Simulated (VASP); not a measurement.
The system is Ag.

```
Ag
1.0
     0.00000    2.81000    2.81000
     2.81000    0.00000    2.81000
     2.81000    2.81000    0.00000
Ag
2
Direct
  0.00000 0.00000 0.00000
  0.25000 0.25000 0.25000
```

* Program: VASP 6.6.1
* Task: relaxation of cell and atoms
* Functional: LDA
* Potentials or basis: VASP PAW LDA potentials, release 64 (Ag)
* Cutoff: 600 eV
* k mesh: 5 × 5 × 5
* Occupations: fermi-dirac, width 0.1 eV
* Spin: no spin polarisation

At the start: pressure 12.5 GPa; volume 22.19 Å³/atom.

Q: How do energy, volume and symmetry change on relaxing?

A: Over 6 steps the energy falls by 123.8 meV/atom and the volume is 25.97 Å³/atom (+17.0 %); space group Fd-3m (No. 227, to 0.05 Å).

Step by step:
| step | energy change (eV) | largest force (eV/Å) | pressure (GPa) | volume (Å³) |
| --- | --- | --- | --- | --- |
| 1 | 0.0000 | 0.0000 | 12.52 | 44.38 |
| 2 | -0.1963 | 0.0000 | -3.29 | 56.47 |
| 3 | -0.2476 | 0.0000 | 0.09 | 51.87 |
| 4 | -0.2476 | 0.0000 | -0.12 | 52.03 |
| 5 | -0.2476 | 0.0000 | 0.07 | 51.89 |
| 6 | -0.2476 | 0.0000 | -0.02 | 51.94 |

Final structure:
```cif
data_structure
_symmetry_space_group_name_H-M 'P 1'
_symmetry_Int_Tables_number 1
_cell_length_a 4.1880
_cell_length_b 4.1880
_cell_length_c 4.1880
_cell_angle_alpha 60.000
_cell_angle_beta 60.000
_cell_angle_gamma 60.000
_cell_volume 51.94
loop_
_atom_site_label
_atom_site_type_symbol
_atom_site_fract_x
_atom_site_fract_y
_atom_site_fract_z
_atom_site_occupancy
Ag1 Ag 0.00000 0.00000 0.00000 1
Ag2 Ag 0.25000 0.25000 0.25000 1
```

Caveat: the k points lie up to 0.37 Å⁻¹ apart in the final cell; the volume moved by over 15 % at a fixed basis, so the end points are rough.
